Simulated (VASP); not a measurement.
Set up this calculation in VASP 6.6.1, as the native input.

```yaml
Task: single point
Functional: r2SCAN
Potentials_or_basis: VASP PAW PBE potentials, release 64 (B)
Cutoff: 520 eV
k_mesh: 19 × 19 × 19
Occupations: fermi-dirac, width 0.1 eV
Spin: no spin polarisation
Dipole_correction: no
Further_INCAR_settings: ALGO = Normal; EDIFF = 1e-07; NBANDS = 8
```

B:

```
B
1.0
     1.80587    0.00000    0.00000
     0.00000    1.80587    0.00000
     0.00000    0.00000    1.80587
B
1
Direct
  0.00000 0.00000 0.00000
```

This cell differs from its parent crystal: volume scaled by 0.88.

The input as run:

POSCAR

```
B
1.0
    1.8058741750      0.0000000000      0.0000000000
    0.0000000000      1.8058741750      0.0000000000
    0.0000000000      0.0000000000      1.8058741750
B
1
Direct
    0.0000000000      0.0000000000      0.0000000000
```

INCAR.step1

```
ALGO = Normal ; EDIFF = 1E-4
ENCUT = 520 ; GGA = PE
ISMEAR = -1 ; LASPH = True
LCHARG = False ; LREAL = False
LWAVE = True ; NBANDS = 8
NELM = 100 ; PREC = Accurate
SIGMA = 0.1
```

INCAR.step2

```
ALGO = Normal ; EDIFF = 1E-7
ENCUT = 520 ; ISIF = 2
ISMEAR = -1 ; ISTART = 1
LASPH = True ; LCHARG = False
LMIXTAU = True ; LREAL = False
LWAVE = False ; METAGGA = R2SCAN
NBANDS = 8 ; NELM = 100
PREC = Accurate ; SIGMA = 0.1
```

KPOINTS

```
k-points
0
Gamma
  19 19 19
```

Potentials or basis: VASP PAW PBE potentials, release 64 (B).

Run with:

```sh
$ cat potpaw_PBE.64/B/POTCAR > POTCAR
$ cp INCAR.step1 INCAR
$ mpirun -np 1 vasp_std > vasp.out
$ cp INCAR.step2 INCAR
$ mpirun -np 1 vasp_std > vasp.out
```

Results of the run:

* Pressure: 37.9 GPa

Caveat: the PAW data sets were made with another functional, which shifts forces and pressure a little.

It took 14 s on 1 thread of Intel(R) Xeon(R) Platinum 8259CL CPU @ 2.50GHz (Skylake/Cascade Lake) (shared host), peak memory 0.11 GiB.
